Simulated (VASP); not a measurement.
Set up this calculation in VASP 6.6.1, as the native input.

```
Task                    : density of states
Functional              : LDA
Potentials or basis     : VASP PAW LDA potentials, release 64 (Nb_sv, Te)
Cutoff                  : 520 eV
k mesh                  : 8 × 8 × 8
Occupations             : fermi-dirac, width 0.05 eV
Spin                    : no spin polarisation
Dipole correction       : no
k mesh for the DOS      : 12 × 12 × 12
Occupations for the DOS : tetrahedron
Further INCAR settings  : ALGO = Normal; EDIFF = 1e-06; NBANDS = 16
```

Crystal: NbTe.

```
Nb Te
1.0
     3.42570    0.00000    0.00000
     0.00000    3.42570    0.00000
     0.00000    0.00000    3.42570
Nb Te
1 1
Direct
  0.50000 0.50000 0.50000
  0.00000 0.00000 0.00000
```

These files were run (other wordings do the same):

POSCAR

```
NbTe
1.0
    3.4257000000      0.0000000000      0.0000000000
    0.0000000000      3.4257000000      0.0000000000
    0.0000000000      0.0000000000      3.4257000000
Nb Te
1 1
Direct
    0.5000000000      0.5000000000      0.5000000000
    0.0000000000      0.0000000000      0.0000000000
```

INCAR.step1

```
SYSTEM = NbTe
PREC = Accurate
ENCUT = 520
EDIFF = 1E-6
ISMEAR = -1
SIGMA = 0.05
LREAL = .FALSE.
LASPH = .TRUE.
NELM = 60
ALGO = Normal
ISIF = 2
LWAVE = .FALSE.
LCHARG = .TRUE.
LMAXMIX = 4
NBANDS = 16
```

KPOINTS.step1

```
regular mesh
0
G
  8 8 8
  0 0 0
```

INCAR.step2

```
SYSTEM = NbTe
PREC = Accurate
ENCUT = 520
EDIFF = 1E-6
ISMEAR = -5
SIGMA = 0.05
LREAL = .FALSE.
LASPH = .TRUE.
NELM = 60
ALGO = Normal
ISIF = 2
LWAVE = .FALSE.
LCHARG = .FALSE.
LMAXMIX = 4
LORBIT = 11
NBANDS = 16
NEDOS = 1001
ICHARG = 11
```

KPOINTS.step2

```
regular mesh
0
G
  12 12 12
  0 0 0
```

Potentials or basis: VASP PAW LDA potentials, release 64 (Nb_sv, Te).

Command:

```console
$ cat potpaw_LDA.64/Nb_sv/POTCAR potpaw_LDA.64/Te/POTCAR > POTCAR
$ cp INCAR.step1 INCAR
$ cp KPOINTS.step1 KPOINTS
$ mpirun -np 1 vasp_std > vasp.out
$ cp INCAR.step2 INCAR
$ cp KPOINTS.step2 KPOINTS
$ mpirun -np 1 vasp_std > vasp.out
```

It gave:

```json
{
 "Valence electrons inside the program's atomic spheres": "Nb 10.63; Te 3.47"
}
```

Caveat: spin-orbit coupling is left out, which moves the levels of the heavy elements.

It took 21 s on 1 thread of Intel(R) Xeon(R) 6975P-C (Granite Rapids) (shared host), peak memory 0.17 GiB.
